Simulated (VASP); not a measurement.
**Al3Ni5: electric field gradients with PBEsol**

Crystal: Al3Ni5.

```xyz
8
Lattice="3.2695 -3.7102 0.0000 3.2695 3.7102 0.0000 0.0000 0.0000 3.7345" Properties=species:S:1:pos:R:3 pbc="T T T"
Al    3.2695    0.0000    0.0000
Al    3.2695   -2.0713    1.8672
Al    3.2695    2.0713    1.8672
Ni    0.0000    0.0000    0.0000
Ni    1.6348    1.8551    0.0000
Ni    1.6348   -1.8551    0.0000
Ni    1.8070    0.0000    1.8672
Ni    4.7320    0.0000    1.8672
```

```yaml
Program: VASP 6.6.1
Task: electric field gradients
Functional: PBEsol
Potentials_or_basis: VASP PAW PBE potentials, release 64 (Al, Ni)
Cutoff: 520 eV
k_mesh: 8 × 8 × 10
Occupations: fermi-dirac, width 0.15 eV
Spin: no spin polarisation
Dipole_correction: no
Further_INCAR_settings: ALGO = Fast; EDIFF = 1e-08; NBANDS = 40
```

| Item | Value |
| --- | --- |
| Pressure | 0.2 GPa |
| Largest force | 0.008 eV/Å |
| Band gap on the k mesh | zero (an odd number of electrons rules out a gap without spin polarisation) |
| Largest electric field gradient by atom | Al +17.7, -2.7 (each value once); Ni +21.1, -26.6, -16.8 (each value once) V/Å² |

Forces in eV/Å, atoms in the order of the input:
```
Al   0.000  0.000  0.000
Al   0.000 -0.008  0.000
Al   0.000  0.008  0.000
Ni   0.000  0.000  0.000
Ni   0.000  0.000  0.000
Ni   0.000  0.000  0.000
Ni  -0.006  0.000  0.000
Ni   0.006  0.000  0.000
```

Stress tensor (GPa, compression positive):
```
0.03 0.00 0.00
0.00 0.22 0.00
0.00 0.00 0.31
```

Levels at points of the mesh, in eV from the Fermi level:
| k point | band 26 | band 27 | band 28 | band 29 | band 30 | band 31 | band 32 | band 33 |
| --- | --- | --- | --- | --- | --- | --- | --- | --- |
| (0.00, 0.00, 0.00) | -1.00 | -0.84 | -0.70 | -0.70 | -0.55 | 0.11 | 0.48 | 2.21 |
| (0.50, 0.00, 0.00) | -0.98 | -0.96 | -0.74 | -0.22 | -0.21 | 1.20 | 2.00 | 2.23 |
| (0.50, 0.50, 0.00) | -1.09 | -1.05 | -1.02 | -0.54 | 3.11 | 3.25 | 3.58 | 3.71 |
| (0.00, 0.00, 0.50) | -1.36 | -1.17 | -1.08 | -0.69 | -0.69 | -0.33 | 2.18 | 2.50 |
| (0.50, 0.00, 0.50) | -1.20 | -1.12 | -1.07 | -0.54 | 0.71 | 0.99 | 1.00 | 1.06 |
| (0.50, 0.50, 0.50) | -1.31 | -1.22 | -1.18 | -1.02 | -0.11 | -0.10 | 0.11 | 0.14 |

Electric field gradients, principal values (V/Å²):
| atom | least | middle | greatest (by size) |
| --- | --- | --- | --- |
| 1 Al | -7.083 | -10.582 | 17.665 |
| 2 Al | 0.406 | 2.331 | -2.736 |
| 3 Al | 0.406 | 2.331 | -2.736 |
| 4 Ni | -10.041 | -11.099 | 21.141 |
| 5 Ni | 11.595 | 15.041 | -26.637 |
| 6 Ni | 11.595 | 15.041 | -26.637 |
| 7 Ni | 4.055 | 12.789 | -16.844 |
| 8 Ni | 4.055 | 12.789 | -16.844 |

It took 4.8 min on 1 thread of Intel(R) Xeon(R) 6975P-C (Granite Rapids) (shared host), peak memory 0.44 GiB.

Caveat: without QUAD_EFG the Cq values of the log hold for a quadrupole moment of 1 mb, not for the nuclei; the PAW data sets were made with another functional, which shifts forces and pressure a little. Spin polarisation is off, so any magnetic state and its effect on volume and gap are missing.
